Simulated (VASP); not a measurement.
# CrTe16Mo7 (P-6m2) in VASP: single point with PBEsol

Aim: the single point of CrTe16Mo7 with PBEsol.

All numbers are computed with VASP 6.6.1; they aren't measurements. Logs are shortened: lines on timing, memory, paths and dates and some standing lists are left out, and cuts for length are marked.

## (1) The cell of the first run

It takes space group P-6m2 (No. 187, hexagonal). Conventional cell: a = 7.036 Å, b = 7.036 Å, c = 13.974 Å, α = 90.00°, β = 90.00°, γ = 120.00°. Te (site symmetry 3m) has 3 Mo at 2.71 Å and 7 Te at 3.52 to 3.59 Å within 3.6 Å. Within 3.6 Å of Te (site symmetry m) lie 3 Mo at 2.71 Å and 7 Te at 3.52 to 3.60 Å. Within 3.6 Å of Te (site symmetry m) lie 1 Cr at 2.70 Å and 2 Mo at 2.72 Å and 7 Te at 3.50 to 3.60 Å. Within 3.6 Å of Te (site symmetry 3m) lie 3 Mo at 2.71 Å and 7 Te at 3.52 to 3.58 Å. Cr (site symmetry -6m2) has 6 Te at 2.70 Å and 6 Mo at 3.52 Å within 3.6 Å. Within 3.6 Å of Mo (site symmetry mm2) lie 6 Te at 2.71 to 2.72 Å and 4 Mo at 3.51 to 3.52 Å and 2 Cr at 3.52 Å. Within 3.6 Å of Mo (site symmetry mm2) lie 6 Te at 2.71 Å and 6 Mo at 3.51 to 3.52 Å. Mo (site symmetry -6m2) has 6 Te at 2.71 Å and 6 Mo at 3.52 Å within 3.6 Å.

## (2) Single point, PBEsol

Contents of INCAR:

```
SYSTEM = CrTe16Mo7
PREC = Accurate
ENCUT = 520
EDIFF = 1E-6
ISMEAR = 0
SIGMA = 0.05
LREAL = Auto
LASPH = .True.
NELM = 100
ALGO = Normal
ISIF = 2
LWAVE = .False.
LCHARG = .False.
GGA = PS
NBANDS = 121
```

Contents of KPOINTS:

```
Automatic mesh
0
Gamma
  3 3 2
  0 0 0
```

Contents of POSCAR:

```
CrTe16Mo7
1.0
    7.0363995000      0.0000000000      0.0000000000
   -3.5181998000      6.0937007000      0.0000000000
    0.0000000000      0.0000000000     13.9736000000
Te Cr Mo
16 1 7
Direct
    0.1666666667      0.3333333333      0.6217137357
    0.1667203194      0.8333601597      0.6213134879
    0.6666398403      0.3332796806      0.6213134879
    0.6666398403      0.8333601597      0.6213134879
    0.3322740456      0.1677259544      0.1212727089
    0.3322740456      0.6645480911      0.1212727089
    0.8354519089      0.1677259544      0.1212727089
    0.8333333333      0.6666666667      0.1218475606
    0.1666666667      0.3333333333      0.8782862643
    0.1667203194      0.8333601597      0.8786865121
    0.6666398403      0.3332796806      0.8786865121
    0.6666398403      0.8333601597      0.8786865121
    0.3322740456      0.1677259544      0.3787272911
    0.3322740456      0.6645480911      0.3787272911
    0.8354519089      0.1677259544      0.3787272911
    0.8333333333      0.6666666667      0.3781524394
    0.1666666667      0.3333333333      0.2500000000
    0.1672657542      0.8336328771      0.2500000000
    0.6663671229      0.3327342458      0.2500000000
    0.6663671229      0.8336328771      0.2500000000
    0.3335278702      0.1664721298      0.7500000000
    0.3335278702      0.6670557404      0.7500000000
    0.8329442596      0.1664721298      0.7500000000
    0.8333333333      0.6666666667      0.7500000000
```

Potentials or basis: VASP PAW PBE potentials, release 64 (Te, Cr_pv, Mo_sv).

Command:

```sh
cat potpaw_PBE.64/Te/POTCAR potpaw_PBE.64/Cr_pv/POTCAR potpaw_PBE.64/Mo_sv/POTCAR > POTCAR
mpirun -np 1 vasp_std > vasp.out
```

OUTCAR:

```text
SYSTEM = CrTe16Mo7
   PREC = Accurate
   ENCUT = 520
   EDIFF = 1E-6
   ISMEAR = 0
   LREAL = Auto
   LASPH = .True.
   NELM = 100
   ISIF = 2
   GGA = PS

 ion  position               nearest neighbor table
   1  0.167  0.333  0.622-  23 2.71  22 2.71  21 2.71   4 3.52   4 3.52   3 3.52   3 3.52   2 3.52
                             2 3.52   9 3.59
   2  0.167  0.833  0.621-  21 2.71  22 2.71  24 2.71   3 3.52   4 3.52   1 3.52   1 3.52   3 3.52
                             4 3.52  10 3.60
   3  0.667  0.333  0.621-  21 2.71  23 2.71  24 2.71   2 3.52   4 3.52   1 3.52   1 3.52   2 3.52
                             4 3.52  11 3.60
   4  0.667  0.833  0.621-  22 2.71  23 2.71  24 2.71   2 3.52   3 3.52   1 3.52   1 3.52   2 3.52
                             3 3.52  12 3.60
   5  0.332  0.168  0.121-  17 2.70  19 2.72  18 2.72   7 3.50   6 3.50   8 3.52   8 3.52   7 3.54
                             6 3.54  13 3.60
   6  0.332  0.665  0.121-  17 2.70  20 2.72  18 2.72   7 3.50   5 3.50   8 3.52   8 3.52   7 3.54
                             5 3.54  14 3.60
   7  0.835  0.168  0.121-  17 2.70  20 2.72  19 2.72   6 3.50   5 3.50   8 3.52   8 3.52   6 3.54
                             5 3.54  15 3.60
   8  0.833  0.667  0.122-  18 2.71  19 2.71  20 2.71   5 3.52   5 3.52   6 3.52   6 3.52   7 3.52
                             7 3.52  16 3.58
   9  0.167  0.333  0.878-  23 2.71  22 2.71  21 2.71  12 3.52  12 3.52  11 3.52  11 3.52  10 3.52
[... 9 lines left out ...]
  14  0.332  0.665  0.379-  17 2.70  20 2.72  18 2.72  15 3.50  13 3.50  16 3.52  16 3.52  15 3.54
                            13 3.54   6 3.60
  15  0.835  0.168  0.379-  17 2.70  20 2.72  19 2.72  14 3.50  13 3.50  16 3.52  16 3.52  14 3.54
                            13 3.54   7 3.60
  16  0.833  0.667  0.378-  18 2.71  19 2.71  20 2.71  13 3.52  13 3.52  14 3.52  14 3.52  15 3.52
                            15 3.52   8 3.58
  17  0.167  0.333  0.250-   7 2.70  15 2.70  14 2.70   6 2.70   5 2.70  13 2.70
  18  0.167  0.834  0.250-   8 2.71  16 2.71  13 2.72   5 2.72  14 2.72   6 2.72
  19  0.666  0.333  0.250-   8 2.71  16 2.71  13 2.72   5 2.72  15 2.72   7 2.72
  20  0.666  0.834  0.250-   8 2.71  16 2.71  14 2.72   6 2.72  15 2.72   7 2.72
  21  0.334  0.166  0.750-   1 2.71   9 2.71   3 2.71  11 2.71  10 2.71   2 2.71
  22  0.334  0.667  0.750-   1 2.71   9 2.71   4 2.71  12 2.71  10 2.71   2 2.71
  23  0.833  0.166  0.750-   1 2.71   9 2.71   4 2.71  12 2.71  11 2.71   3 2.71
  24  0.833  0.667  0.750-   2 2.71  10 2.71   3 2.71  11 2.71   4 2.71  12 2.71

  LATTYP: Found a hexagonal cell.
 ALAT       =     7.0363995000
 C/A-ratio  =     1.9859020228

  Lattice vectors:

 A1 = (   7.0363995000,   0.0000000000,   0.0000000000)
 A2 = (  -3.5181998000,   6.0937007000,   0.0000000000)
 A3 = (   0.0000000000,   0.0000000000,  13.9736000000)

Analysis of symmetry for initial positions (statically):
=====================================================================
 Subroutine PRICEL returns:
 Original cell was already a primitive cell.

 Routine SETGRP: Setting up the symmetry group for a
 hexagonal supercell.

 Subroutine GETGRP returns: Found 12 space group operations
 (whereof  2 operations were pure point group operations)
 out of a pool of 24 trial point group operations.

The static configuration has the point symmetry C_1h.
 The point group associated with its full space group is D_3h.

Analysis of symmetry for dynamics (positions and initial velocities):
=====================================================================
 Subroutine PRICEL returns:
 Original cell was already a primitive cell.

 Routine SETGRP: Setting up the symmetry group for a
 hexagonal supercell.

 Subroutine GETGRP returns: Found 12 space group operations
 (whereof  2 operations were pure point group operations)
 out of a pool of 24 trial point group operations.

The dynamic configuration has the point symmetry C_1h.
 The point group associated with its full space group is D_3h.

 Subroutine INISYM returns: Found 12 space group operations
 (whereof  2 operations are pure point group operations),
 and found     1 'primitive' translations

----------------------------------------------------------------------------------------

                                     Primitive cell

  volume of cell :     599.1560

  direct lattice vectors                    reciprocal lattice vectors
     7.036399500  0.000000000  0.000000000     0.142118139  0.082051947  0.000000000
    -3.518199800  6.093700700  0.000000000     0.000000000  0.164103892  0.000000000
     0.000000000  0.000000000 13.973600000     0.000000000  0.000000000  0.071563520

  length of vectors
[... 61 lines left out ...]
 generate k-points for:    3    3    2

 Generating k-lattice:

  Cartesian coordinates                     Fractional coordinates (reciprocal lattice)
     0.047372713  0.027350649  0.000000000     0.333333333  0.000000000  0.000000000
     0.000000000  0.054701297  0.000000000     0.000000000  0.333333333  0.000000000
     0.000000000  0.000000000  0.035781760     0.000000000  0.000000000  0.500000000

  Length of vectors
     0.054701297  0.054701297  0.035781760

  Shift w.r.t. Gamma in fractional coordinates (k-lattice)
     0.000000000  0.000000000  0.000000000

 Subroutine IBZKPT returns following result:
 ===========================================

 Found      6 irreducible k-points:

 Following reciprocal coordinates:
            Coordinates               Weight
  0.000000  0.000000  0.000000      1.000000
  0.333333 -0.000000  0.000000      6.000000
  0.333333  0.333333  0.000000      2.000000
  0.000000  0.000000  0.500000      1.000000
  0.333333 -0.000000  0.500000      6.000000
  0.333333  0.333333  0.500000      2.000000
   k-points           NKPTS =      6   k-points in BZ     NKDIM =      6   number of bands    NBANDS=    121
   number of dos      NEDOS =    301   number of ions     NIONS =     24
   total plane-waves  NPLWV = 314928
   dimension x,y,z NGX =    54 NGY =   54 NGZ =  108
   dimension x,y,z NGXF=   108 NGYF=  108 NGZF=  216
   ions per type =              16   1   7
   NGX,Y,Z   is equivalent  to a cutoff of  12.76, 12.76, 12.85 a.u.
   NGXF,Y,Z  is equivalent  to a cutoff of  25.52, 25.52, 25.70 a.u.
 SYSTEM =  CrTe16Mo7
   PREC   = accura    normal or accurate (medium, high low for compatibility)
   ISTART =      0    job   : 0-new  1-cont  2-samecut
   ICHARG =      2    charge: 1-file 2-atom 10-const
   ISPIN  =      1    spin polarized calculation?
   LNONCOLLINEAR =      F non collinear calculations
   LSORBIT =      F    spin-orbit coupling
   LASPH  =      T    aspherical Exc in radial PAW
   ENCUT  =  520.0 eV  38.22 Ry    6.18 a.u.  13.08 13.08 25.98*2*pi/ulx,y,z
   NELM   =    100;   NELMIN=  2; NELMDL= -5     # of ELM steps
   EDIFF  = 0.1E-05   stopping-criterion for ELM
   LREAL  =      T    real-space projection
   EDIFFG = 0.1E-04   stopping-criterion for IOM
   NSW    =      0    number of steps for IOM
   IBRION =     -1    ionic relax: 0-MD 1-quasi-New 2-CG
   NFREE  =      0    steps in history (QN), initial steepest desc. (CG)
   ISIF   =      2    stress and relaxation
   ISYM   =      2    0-nonsym 1-usesym 2-fastsym
   POTIM  = 0.5000    time-step for ionic-motion
   TEBEG  =    0.0;   TEEND  =   0.0 temperature during run
   PSTRESS=    0.0 pullay stress
   NELECT =     206.0000    total number of electrons
   NUPDOWN=      -1.0000    fix difference up-down
   EMIN   =  10.00;   EMAX   =-10.00  energy-range for DOS
   EFERMI =   0.00;   METHOD = LEGACY
   ISMEAR =     0;   SIGMA  =   0.05  broadening in eV -4-tet -1-fermi 0-gaus
   EFERMI_NEDOS =   21; number of points for ismear=-14 and -15
   IALGO  =     38    algorithm
   IMIX   =      4    mixing-type and parameters
     AMIX     =   0.40;   BMIX     =  1.00
     AMIX_MAG =   1.60;   BMIX_MAG =  1.00
  volume/ion in A,a.u.               =      24.96       168.47
  Fermi-wavevector in a.u.,A,eV,Ry     =   1.146878  2.167285 17.896143  1.315329
  Thomas-Fermi vector in A             =   2.283561
   LORBIT       =      0    0 simple, 1 ext, 2 COOP (PROOUT), +10 PAW based schemes
   GGA     = PS    functional components
   LHFCALC =     F    Hartree Fock is set to
   AEXX    =    0.0000 exact exchange contribution
   IVDW    =     0    specifies the selected vdW correction
   LEPSILON=     F    determine dielectric tensor
   LRPA    =     F    only Hartree local field effects (RPA)
 non-spin polarized calculation
 Gauss-broadening in eV      SIGMA  =   0.05
  energy-cutoff  :      520.00
  volume of cell :      599.16
 maximum number of plane-waves:     16173
 NGX is ok and might be reduce to    54
   NGX = 27   NGY = 27   NGZ = 51

 number of electron     205.9999992 magnetization

 Free energy of the ion-electron system (eV)
  ---------------------------------------------------
  ext. energy  EPLUGINS =         0.00000000
  ---------------------------------------------------
  free energy    TOTEN  =      -155.19954850 eV

  energy without entropy =     -155.19954850  energy(sigma->0) =     -155.19954850

 E-fermi :   8.2532     XC(G=0): -10.5384

 val. band max:        7.8775389970   @ k =   0.0000   0.0000   0.0000
 cond. band min:       8.5851488672   @ k =   0.3333   0.3333   0.0000
 fundamental gap:      0.7076098703
 Fermi energy:         8.2532188037

 k-point     1 :       0.0000    0.0000    0.0000
  band No.  band energies     occupation
      1     -52.8617      2.00000
      2     -52.8530      2.00000
      3     -52.8524      2.00000
      4     -52.8491      2.00000
      5     -52.8491      2.00000
      6     -52.8449      2.00000
[... 697 lines left out ...]
    114       9.4445      0.00000
    115       9.4563      0.00000
 [bands above 115 left out]

------------------------ aborting loop because EDIFF is reached ----------------------------------------

  FORCE on cell =-STRESS in cart. coord.  units (eV):
  Direction    XX          YY          ZZ          XY          YZ          ZX
  --------------------------------------------------------------------------------------
  -------------------------------------------------------------------------------------
  Total       -6.4698315     -6.4698315     -4.8814350      0.0000001     -0.0000000      0.0000000
  in kB      -17.3006986    -17.3006985    -13.0532356      0.0000001     -0.0000000      0.0000000
  external PRESSURE =     -15.8848775 kB  Pullay stress =       0.0000000 kB

 VOLUME and BASIS-vectors are now :
 -----------------------------------------------------------------------------
  energy-cutoff  :      520.00
  volume of cell :      599.16
      direct lattice vectors                 reciprocal lattice vectors
     7.036399500  0.000000000  0.000000000     0.142118139  0.082051947  0.000000000
    -3.518199800  6.093700700  0.000000000     0.000000000  0.164103892  0.000000000
     0.000000000  0.000000000 13.973600000     0.000000000  0.000000000  0.071563520

 POSITION                                       TOTAL-FORCE (eV/Angst)
 -----------------------------------------------------------------------------------
     -0.00000      2.03123      8.68758         0.000000      0.000000     -0.043336
     -1.75882      5.07825      8.68199        -0.002395     -0.001383     -0.025117
      3.51820      2.03091      8.68199        -0.000000      0.002766     -0.025117
      1.75882      5.07825      8.68199         0.002395     -0.001383     -0.025117
      1.74792      1.02207      1.69462        -0.322208      0.186027      0.454421
     -0.00000      4.04956      1.69462         0.000000     -0.372054      0.454421
[... 16 lines left out ...]
      5.27525      1.01443     10.48020         0.002978      0.001720      0.000000
      3.51820      4.06247     10.48020         0.000000     -0.000000      0.000000
 -----------------------------------------------------------------------------------
    total drift:                                0.000004     -0.000002      0.000000

  FREE ENERGIE OF THE ION-ELECTRON SYSTEM (eV)
  ---------------------------------------------------
  free  energy   TOTEN  =      -155.1995485047 eV

  energy  without entropy=     -155.1995485047  energy(sigma->0) =     -155.19954850
```

It took 43 min on 1 thread of AMD EPYC 7R43 (Zen 3), shared host; peak memory 0.74 GiB.

Results:

```yaml
Free_energy: -155.1995 eV
Pressure: -1.6 GPa
Largest_force: 0.587 eV/Å
Band_gap_on_the_k_mesh: 0.71 eV (least direct gap 0.76 eV)
```

Forces in eV/Å, atoms in the order of the input:
```
Te   0.000  0.000 -0.043
Te  -0.002 -0.001 -0.025
Te   0.000  0.003 -0.025
Te   0.002 -0.001 -0.025
Te  -0.322  0.186  0.454
Te   0.000 -0.372  0.454
Te   0.322  0.186  0.454
Te   0.000  0.000 -0.033
Te   0.000  0.000  0.043
Te  -0.002 -0.001  0.025
Te   0.000  0.003  0.025
Te   0.002 -0.001  0.025
Te  -0.322  0.186 -0.454
Te   0.000 -0.372 -0.454
Te   0.322  0.186 -0.454
Te   0.000  0.000  0.033
Cr   0.000  0.000  0.000
Mo   0.024  0.014  0.000
Mo   0.000 -0.028  0.000
Mo  -0.024  0.014  0.000
Mo  -0.003  0.002  0.000
Mo   0.000 -0.003  0.000
Mo   0.003  0.002  0.000
Mo   0.000  0.000  0.000
```

Stress tensor (GPa, compression positive):
```
-1.73  0.00  0.00
 0.00 -1.73  0.00
 0.00  0.00 -1.31
```

Levels at points of the mesh, in eV from the valence-band top:
```tsv
k point	band 99	band 100	band 101	band 102	band 103	band 104	band 105	band 106	band 107	band 108
(0.00, 0.00, 0.00)	-0.34	-0.34	-0.31	-0.28	0.00	0.92	0.92	1.11	1.25	1.28
(0.00, 0.00, 0.50)	-0.46	-0.46	-0.39	-0.08	-0.07	0.92	0.92	1.18	1.27	1.27
```

Caveat: the PAW data sets were made with another functional, which shifts forces and pressure a little; spin-orbit coupling is left out, which moves the levels of the heavy elements; this functional lacks dispersion, which binds layers or chains, so the pressure and a relaxed spacing across them are unreliable. Spin polarisation is off, so any magnetic state and its effect on volume and gap are missing.
